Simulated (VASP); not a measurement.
**SiSbSe: single point with PBE**

The system is SiSbSe.

```xyz
6
Lattice="4.5407 0.0000 0.0000 -2.2703 3.9323 0.0000 0.0000 0.0000 7.7495" Properties=species:S:1:pos:R:3 pbc="T T T"
Si    2.2703    1.3108    7.0614
Si    0.0000    2.6216    3.1866
Sb    2.2703    1.3108    4.2780
Sb    0.0000    2.6216    0.4033
Se    0.0000    0.0000    6.0195
Se    0.0000    0.0000    2.1448
```

```json
{"Program": "VASP 6.6.1", "Task": "single point", "Functional": "PBE", "Potentials or basis": "VASP PAW PBE potentials, release 64 (Si, Sb, Se)", "Cutoff": "520 eV", "k mesh": "4 × 4 × 2", "Occupations": "gaussian, width 0.2 eV", "Spin": "no spin polarisation", "Dipole correction": "no", "Further INCAR settings": "ALGO = Normal; EDIFF = 1e-06; NBANDS = 24"}
```

```json
{
 "Pressure": "0.1 GPa",
 "Largest force": "0.025 eV/Å",
 "Band gap on the k mesh": "zero (band 15 reaches 7.16 eV, above the bottom of band 16 at 4.94 eV)"
}
```

Forces in eV/Å, atoms in the order of the input:
```
Si   0.000  0.000 -0.024
Si   0.000  0.000 -0.024
Sb   0.000  0.000  0.025
Sb   0.000  0.000  0.025
Se   0.000  0.000 -0.001
Se   0.000  0.000 -0.001
```

Stress tensor (GPa, compression positive):
```
 0.15  0.00  0.00
 0.00  0.15  0.00
 0.00  0.00 -0.05
```

Levels at points of the mesh, in eV from the Fermi level:
| k point | band 14 | band 15 | band 16 | band 17 | band 18 | band 19 |
| --- | --- | --- | --- | --- | --- | --- |
| (0.00, 0.00, 0.00) | -1.58 | -1.08 | -1.08 | -0.44 | -0.29 | 2.01 |
| (0.50, 0.00, 0.00) | -1.00 | 0.72 | 1.19 | 1.23 | 2.06 | 3.25 |
| (0.00, 0.00, 0.50) | -1.50 | -1.50 | -1.50 | 0.29 | 0.29 | 2.86 |
| (0.50, 0.00, 0.50) | -0.34 | -0.23 | -0.23 | 2.01 | 2.01 | 3.62 |

Wall time 18 s on 1 thread of AMD EPYC 9R45 96-Core Processor (Zen 5), on a shared host, peak memory 0.23 GiB.

Caveat: the k points lie up to 0.41 Å⁻¹ apart; spin-orbit coupling is left out, which moves the levels of the heavy elements.
